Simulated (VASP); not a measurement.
# HfN (F-43m) in VASP: a series of runs

The runs below take HfN through single point, with PBEsol.

Program: VASP 6.6.1. These are calculated values, not measurements. Logs are shortened: lines on timing, memory, paths and dates and some standing lists are left out, and cuts for length are marked.

### 1 The cell of the first run

The structure is cubic, space group F-43m (No. 216). Conventional cell: a = 4.942 Å, b = 4.942 Å, c = 4.942 Å, α = 90.00°, β = 90.00°, γ = 90.00°. Hf (site symmetry -43m) has 4 N at 2.14 Å within 2.8 Å. N (site symmetry -43m) has 4 Hf at 2.14 Å within 2.8 Å.

### 2 Single point, PBEsol (volume scaled by 1.02)

Contents of INCAR:

```
SYSTEM = HfN
PREC = Accurate
ENCUT = 520
EDIFF = 1E-7
ISMEAR = -1
SIGMA = 0.05
LREAL = .FALSE.
LASPH = .TRUE.
NELM = 80
ALGO = Normal
ISIF = 2
LWAVE = .FALSE.
LCHARG = .FALSE.
GGA = PS
NBANDS = 14
```

Contents of KPOINTS:

```
regular mesh
0
G
  9 9 9
  0 0 0
```

Contents of POSCAR:

```
HfN
1.0
    0.0000000000      2.4710795731      2.4710795731
    2.4710795731      0.0000000000      2.4710795731
    2.4710795731      2.4710795731      0.0000000000
Hf N
1 1
Direct
    0.0000000000      0.0000000000      0.0000000000
    0.2500000000      0.2500000000      0.2500000000
```

Potentials or basis: VASP PAW PBE potentials, release 64 (Hf_pv, N).

Started as:

```console
$ cat potpaw_PBE.64/Hf_pv/POTCAR potpaw_PBE.64/N/POTCAR > POTCAR
$ mpirun -np 1 vasp_std > vasp.out
```

OUTCAR:

```text
SYSTEM = HfN
   PREC = Accurate
   ENCUT = 520
   EDIFF = 1E-7
   ISMEAR = -1
   LREAL = .FALSE.
   LASPH = .TRUE.
   NELM = 80
   ISIF = 2
   GGA = PS

 ion  position               nearest neighbor table
   1  0.000  0.000  0.000-   2 2.14   2 2.14   2 2.14   2 2.14
   2  0.250  0.250  0.250-   1 2.14   1 2.14   1 2.14   1 2.14

  LATTYP: Found a face centered cubic cell.
 ALAT       =     4.9421591462

  Lattice vectors:

 A1 = (   0.0000000000,   2.4710795731,   2.4710795731)
 A2 = (   2.4710795731,   0.0000000000,   2.4710795731)
 A3 = (   2.4710795731,   2.4710795731,   0.0000000000)

Analysis of symmetry for initial positions (statically):
=====================================================================
 Subroutine PRICEL returns:
 Original cell was already a primitive cell.

 Routine SETGRP: Setting up the symmetry group for a
 face centered cubic supercell.

 Subroutine GETGRP returns: Found 24 space group operations
 (whereof 24 operations were pure point group operations)
 out of a pool of 48 trial point group operations.

The static configuration has the point symmetry T_d .

Analysis of symmetry for dynamics (positions and initial velocities):
=====================================================================
 Subroutine PRICEL returns:
 Original cell was already a primitive cell.

 Routine SETGRP: Setting up the symmetry group for a
 face centered cubic supercell.

 Subroutine GETGRP returns: Found 24 space group operations
 (whereof 24 operations were pure point group operations)
 out of a pool of 48 trial point group operations.

The dynamic configuration has the point symmetry T_d .

 Subroutine INISYM returns: Found 24 space group operations
 (whereof 24 operations are pure point group operations),
 and found     1 'primitive' translations

----------------------------------------------------------------------------------------

                                     Primitive cell

  volume of cell :      30.1780

  direct lattice vectors                    reciprocal lattice vectors
     0.000000000  2.471079573  2.471079573    -0.202340712  0.202340712  0.202340712
     2.471079573  0.000000000  2.471079573     0.202340712 -0.202340712  0.202340712
     2.471079573  2.471079573  0.000000000     0.202340712  0.202340712 -0.202340712

  length of vectors
     3.494634246  3.494634246  3.494634246     0.350464393  0.350464393  0.350464393

  position of ions in fractional coordinates (direct lattice)
     0.000000000  0.000000000  0.000000000
     0.250000000  0.250000000  0.250000000

  ion indices of the primitive-cell ions
   primitive index   ion index
                 1           1
                 2           2

----------------------------------------------------------------------------------------

 KPOINTS: regular mesh

Automatic generation of k-mesh.
 Grid dimensions read from file:
 generate k-points for:    9    9    9

 Generating k-lattice:

  Cartesian coordinates                     Fractional coordinates (reciprocal lattice)
    -0.022482301  0.022482301  0.022482301     0.111111111  0.000000000  0.000000000
     0.022482301 -0.022482301  0.022482301     0.000000000  0.111111111  0.000000000
     0.022482301  0.022482301 -0.022482301     0.000000000  0.000000000  0.111111111

  Length of vectors
     0.038940488  0.038940488  0.038940488

  Shift w.r.t. Gamma in fractional coordinates (k-lattice)
     0.000000000  0.000000000  0.000000000

 Subroutine IBZKPT returns following result:
 ===========================================

 Found     35 irreducible k-points:

 Following reciprocal coordinates:
            Coordinates               Weight
  0.000000  0.000000  0.000000      1.000000
  0.111111  0.000000  0.000000      8.000000
  0.222222  0.000000  0.000000      8.000000
  0.333333  0.000000  0.000000      8.000000
  0.444444  0.000000  0.000000      8.000000
  0.111111  0.111111  0.000000      6.000000
[... 16 lines left out ...]
 -0.333333  0.333333  0.000000     12.000000
  0.444444  0.444444  0.000000      6.000000
 [... further k-points ...]
   k-points           NKPTS =     35   k-points in BZ     NKDIM =     35   number of bands    NBANDS=     14
   number of dos      NEDOS =    301   number of ions     NIONS =      2
   total plane-waves  NPLWV =  21952
   dimension x,y,z NGX =    28 NGY =   28 NGZ =   28
   dimension x,y,z NGXF=    56 NGYF=   56 NGZF=   56
   ions per type =               1   1
   NGX,Y,Z   is equivalent  to a cutoff of  13.32, 13.32, 13.32 a.u.
   NGXF,Y,Z  is equivalent  to a cutoff of  26.64, 26.64, 26.64 a.u.
 SYSTEM =  HfN
   PREC   = accura    normal or accurate (medium, high low for compatibility)
   ISTART =      0    job   : 0-new  1-cont  2-samecut
   ICHARG =      2    charge: 1-file 2-atom 10-const
   ISPIN  =      1    spin polarized calculation?
   LNONCOLLINEAR =      F non collinear calculations
   LSORBIT =      F    spin-orbit coupling
   LASPH  =      T    aspherical Exc in radial PAW
   ENCUT  =  520.0 eV  38.22 Ry    6.18 a.u.   6.50  6.50  6.50*2*pi/ulx,y,z
   NELM   =     80;   NELMIN=  2; NELMDL= -5     # of ELM steps
   EDIFF  = 0.1E-06   stopping-criterion for ELM
   LREAL  =      F    real-space projection
   EDIFFG = 0.1E-05   stopping-criterion for IOM
   NSW    =      0    number of steps for IOM
   IBRION =     -1    ionic relax: 0-MD 1-quasi-New 2-CG
   NFREE  =      0    steps in history (QN), initial steepest desc. (CG)
   ISIF   =      2    stress and relaxation
   ISYM   =      2    0-nonsym 1-usesym 2-fastsym
   POTIM  = 0.5000    time-step for ionic-motion
   TEBEG  =    0.0;   TEEND  =   0.0 temperature during run
   PSTRESS=    0.0 pullay stress
   NELECT =      15.0000    total number of electrons
   NUPDOWN=      -1.0000    fix difference up-down
   EMIN   =  10.00;   EMAX   =-10.00  energy-range for DOS
   EFERMI =   0.00;   METHOD = LEGACY
   ISMEAR =    -1;   SIGMA  =   0.05  broadening in eV -4-tet -1-fermi 0-gaus
   EFERMI_NEDOS =   21; number of points for ismear=-14 and -15
   IALGO  =     38    algorithm
   IMIX   =      4    mixing-type and parameters
     AMIX     =   0.40;   BMIX     =  1.00
     AMIX_MAG =   1.60;   BMIX_MAG =  1.00
  volume/ion in A,a.u.               =      15.09       101.83
  Fermi-wavevector in a.u.,A,eV,Ry     =   1.296807  2.450609 22.881015  1.681707
  Thomas-Fermi vector in A             =   2.428239
   LORBIT       =      0    0 simple, 1 ext, 2 COOP (PROOUT), +10 PAW based schemes
   GGA     = PS    functional components
   LHFCALC =     F    Hartree Fock is set to
   AEXX    =    0.0000 exact exchange contribution
   IVDW    =     0    specifies the selected vdW correction
   LEPSILON=     F    determine dielectric tensor
   LRPA    =     F    only Hartree local field effects (RPA)
 non-spin polarized calculation
  energy-cutoff  :      520.00
  volume of cell :       30.18
 maximum number of plane-waves:       869
 NGX is ok and might be reduce to    28
   NGX = 13   NGY = 13   NGZ = 13

 number of electron      14.9999999 magnetization

 Free energy of the ion-electron system (eV)
  ---------------------------------------------------
  ext. energy  EPLUGINS =         0.00000000
  ---------------------------------------------------
  free energy    TOTEN  =       -22.22739783 eV

  energy without entropy =      -22.22147472  energy(sigma->0) =      -22.22443627

 E-fermi :   5.4293     XC(G=0): -11.3035

 val. band max:        5.4253077016   @ k =  -0.2222   0.3333   0.1111
 cond. band min:       5.5112148556   @ k =   0.1111   0.1111   0.0000
 fundamental gap:      0.0859071541
 Fermi energy:         5.4292668093

 k-point     1 :       0.0000    0.0000    0.0000
  band No.  band energies     occupation
      1     -25.6780      2.00000
      2     -25.6780      2.00000
      3     -25.6780      2.00000
      4     -10.5497      2.00000
      5       0.0887      2.00000
      6       0.0887      2.00000
      7       0.0887      2.00000
      8       4.6723      2.00000
      9       7.6057      0.00000
     10       7.6057      0.00000
     11      11.9069      0.00000
     12      11.9069      0.00000
     13      11.9069      0.00000
     14      17.6675      0.00000

 k-point     2 :       0.1111    0.0000    0.0000
  band No.  band energies     occupation
      1     -25.7314      2.00000
      2     -25.6849      2.00000
      3     -25.6849      2.00000
      4     -10.4109      2.00000
      5      -0.1711      2.00000
      6       0.1742      2.00000
      7       0.1742      2.00000
      8       5.3136      1.82004
      9       7.4217      0.00000
     10       7.4217      0.00000
     11      11.5931      0.00000
     12      12.1567      0.00000
     13      12.1567      0.00000
     14      16.7679      0.00000

 k-point     3 :       0.2222    0.0000    0.0000
  band No.  band energies     occupation
      1     -25.8635      2.00000
      2     -25.7022      2.00000
      3     -25.7022      2.00000
      4     -10.0743      2.00000
      5      -0.5106      2.00000
      6       0.3729      2.00000
      7       0.3729      2.00000
      8       6.5819      0.00000
      9       7.2175      0.00000
     10       7.2175      0.00000
     11      11.0004      0.00000
     12      12.3104      0.00000
     13      12.3104      0.00000
     14      14.4014      0.00000
[... 324 lines left out ...]
 k-point    23 :      -0.3333    0.3333    0.0000
  band No.  band energies     occupation
      1     -26.0255      2.00000
      2     -25.9209      2.00000
      3     -25.7773      2.00000
      4      -9.2030      2.00000
      5      -0.2662      2.00000
      6       0.7460      2.00000
      7       1.2934      2.00000
      8       4.6985      2.00000
      9       7.5095      0.00000
     10       7.8587      0.00000
     11      11.2666      0.00000
     12      11.4675      0.00000
     13      13.5561      0.00000
     14      15.1212      0.00000

 k-point    24 :       0.4444    0.4444    0.0000
  band No.  band energies     occupation
      1     -26.0983      2.00000
      2     -25.8211      2.00000
      3     -25.8211      2.00000
      4      -9.1666      2.00000
      5      -1.3618      2.00000
      6       1.8008      2.00000
      7       1.8008      2.00000
      8       4.3212      2.00000
      9       7.7257      0.00000
     10       9.2853      0.00000
     11      10.1157      0.00000
     12      10.1157      0.00000
     13      14.1147      0.00000
     14      16.9370      0.00000

 [... further k-points ...]
[... 5 lines left out ...]
  --------------------------------------------------------------------------------------
  -------------------------------------------------------------------------------------
  Total       -1.7684856     -1.7684856     -1.7684856      0.0000000      0.0000000      0.0000000
  in kB      -93.8905584    -93.8905584    -93.8905584      0.0000000      0.0000000      0.0000000
  external PRESSURE =     -93.8905584 kB  Pullay stress =       0.0000000 kB

 VOLUME and BASIS-vectors are now :
 -----------------------------------------------------------------------------
  energy-cutoff  :      520.00
  volume of cell :       30.18
      direct lattice vectors                 reciprocal lattice vectors
     0.000000000  2.471079573  2.471079573    -0.202340712  0.202340712  0.202340712
     2.471079573  0.000000000  2.471079573     0.202340712 -0.202340712  0.202340712
     2.471079573  2.471079573  0.000000000     0.202340712  0.202340712 -0.202340712

 POSITION                                       TOTAL-FORCE (eV/Angst)
 -----------------------------------------------------------------------------------
      0.00000      0.00000      0.00000        -0.000000     -0.000000     -0.000000
      1.23554      1.23554      1.23554         0.000000      0.000000      0.000000
 -----------------------------------------------------------------------------------
    total drift:                               -0.000000     -0.000000     -0.000000

  FREE ENERGIE OF THE ION-ELECTRON SYSTEM (eV)
  ---------------------------------------------------
  free  energy   TOTEN  =       -22.2273978331 eV

  energy  without entropy=      -22.2214747164  energy(sigma->0) =      -22.22443627
```

It took 15 s on 1 thread of Intel Xeon Platinum 8259CL at 2.50GHz (Skylake/Cascade Lake), shared host; peak memory 0.16 GiB.

Results:

| Property | Result |
| --- | --- |
| Free energy | -22.2274 eV |
| Pressure | -9.4 GPa |

Caveat: the PAW data sets were made with another functional, which shifts forces and pressure a little; spin-orbit coupling is left out, which moves the levels of the heavy elements.

(Continued in part 2 of 2.)
